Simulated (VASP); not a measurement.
Here is a VASP 6.6.1 calculation.

The input INCAR:

```
SYSTEM = Al
  PREC = Accurate
  ENCUT = 520
  EDIFF = 1E-6
  ISMEAR = -1
  SIGMA = 0.08
  LREAL = .FALSE.
  LASPH = .TRUE.
  NELM = 100
  ALGO = Normal
  ISIF = 2
  LWAVE = .FALSE.
  LCHARG = .TRUE.
  GGA = PE
  LELF = .TRUE.
  LVHAR = .TRUE.
  NBANDS = 8
```

Contents of KPOINTS:

```
regular mesh
0
G
  20 20 20
  0 0 0
```

File POSCAR:

```
Al
1.0
    0.0000000000      1.6036196732      1.6036196732
    1.6036196732      0.0000000000      1.6036196732
    1.6036196732      1.6036196732      0.0000000000
Al
1
Direct
    0.0000000000      0.0000000000      0.0000000000
```

Potentials or basis: VASP PAW PBE potentials, release 64 (Al).

The run is started by

```sh
$ cat potpaw_PBE.64/Al/POTCAR > POTCAR
$ mpirun -np 1 vasp_std > vasp.out
```

Q: Predict the pressure.

A: 232.5 GPa.
